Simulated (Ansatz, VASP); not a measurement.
## BaHfO3: VASP beside Ansatz

```xyz
5
Lattice="4.1651 0.0000 0.0000 0.0000 4.1651 0.0000 0.0000 0.0000 4.1651" Properties=species:S:1:pos:R:3 pbc="T T T"
Ba    0.0000    0.0000    0.0000
Hf    2.0825    2.0825    2.0825
O     2.0825    2.0825    0.0000
O     0.0000    2.0825    2.0825
O     2.0825    0.0000    2.0825
```

Alike in both runs: functional r2SCAN; dispersion rVV10; k mesh 6 × 6 × 6; occupations gaussian, width 0.02 eV; no spin polarisation.

Ansatz relaxed the structure, and its values are those at the end. VASP's run is a single point on that final structure, the one shown.

|  | VASP | Ansatz |
| --- | --- | --- |
| version | VASP 6.6.1 | Ansatz 0.2.0 |
| potentials or method | VASP PAW PBE potentials, release 64 (Ba_sv, Hf_pv, O), cutoff 660 eV | scalar-relativistic, plane waves, PAW |
| valence electrons in the cell | 38 | 54 |

|  | VASP | Ansatz | Ansatz less VASP |
| --- | --- | --- | --- |
| gap on the k mesh at the Fermi level (eV) | 4.12 | 4.20 | +0.080 |
| least direct gap on the mesh (eV) | 4.35 | 4.30 | -0.044 |
| pressure (GPa) | -0.6 | 0.0 | +0.58 |

VASP's potentials were made for PBE, not for r2SCAN. VASP's potentials hold 38 valence electrons a cell and Ansatz's 54, so a difference there can come from the potentials and not from the codes.

Neither program's run includes spin-orbit coupling.
